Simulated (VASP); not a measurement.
Runs of VASP 6.6.1 on TiO2. The structure is that of space group P4_2/mnm (No. 136), or close to it. The cells are those of the table. 

```tsv
cell	gap on the mesh (eV)	pressure (GPa)	largest force (eV/Å)
a = 4.946, b = 4.946, c = 2.533 Å, 6 atoms	(c)	(a)	0.49
a = 4.721, b = 4.721, c = 2.780 Å, 6 atoms	1.96	(b)	0.14
a = 4.517, b = 4.517, c = 3.036 Å, 6 atoms	1.78	-1.1	0.02
a = 4.207, b = 4.207, c = 3.501 Å, 6 atoms	1.65	0.4	0.72
```

Alike in all rows: task single point; level PBEsol; potentials or basis VASP PAW PBE potentials, release 64 (Ti_sv, O); no spin polarisation; k mesh 8 × 8 × 10; cutoff (eV) 520; smearing gaussian 0.05 eV.

Q: Fill in the values left out.

A: (a) 17.3; (b) 5.4; (c) 0.90.

Caveats: the PAW data sets were made with another functional, which shifts forces and pressure a little; the cell stands under pressure (at least some runs).

A k mesh can miss the band edges.
